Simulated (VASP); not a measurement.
Here is a VASP 6.6.1 calculation.

INCAR

```
ALGO = All
EDIFF = 1E-6
ENCUT = 620
GGA = PE
GGA_COMPAT = F
ISEARCH = 1
ISIF = 2
ISMEAR = 0
KPAR = 4
LASPH = T
LCHARG = T
LREAL = F
LVHAR = T
LWAVE = F
NBANDS = 60
NELM = 300
PREC = Accurate
SIGMA = 0.1
```

The input KPOINTS:

```
k-points
0
Gamma
  10 10 4
```

The input POSCAR:

```
Zr6GeRu
1.0
    3.4174040690      0.0000000000      0.0000000000
    0.0000000000      3.4174040690      0.0000000000
    0.0000000000      0.0000000000     14.0493557118
Zr Ge Ru
6 1 1
Direct
    0.5000000000      0.5000000000      0.3938160365
    0.5000000000      0.5000000000      0.6061839635
    0.5000000000      0.5000000000      0.8883859605
    0.0000000000      0.0000000000      0.7438258686
    0.5000000000      0.5000000000      0.1116140395
    0.0000000000      0.0000000000      0.2561741314
    0.0000000000      0.0000000000      0.5000000000
    0.0000000000      0.0000000000      0.0000000000
```

Potentials or basis: VASP PAW PBE potentials, release 64 (Zr_sv, Ge_d, Ru_pv).

Run with:

```console
$ cat potpaw_PBE.64/Zr_sv/POTCAR potpaw_PBE.64/Ge_d/POTCAR potpaw_PBE.64/Ru_pv/POTCAR > POTCAR
$ mpirun -np 4 vasp_std > vasp.out
```

(1) Estimate the largest force.

(2) Estimate the pressure.

(3) Predict the band gap on the k mesh.

Results:

(1) 0.019 eV/Å.

(2) 0.1 GPa.

(3) zero (bands 50 and 51 overlap by 0.70 eV).
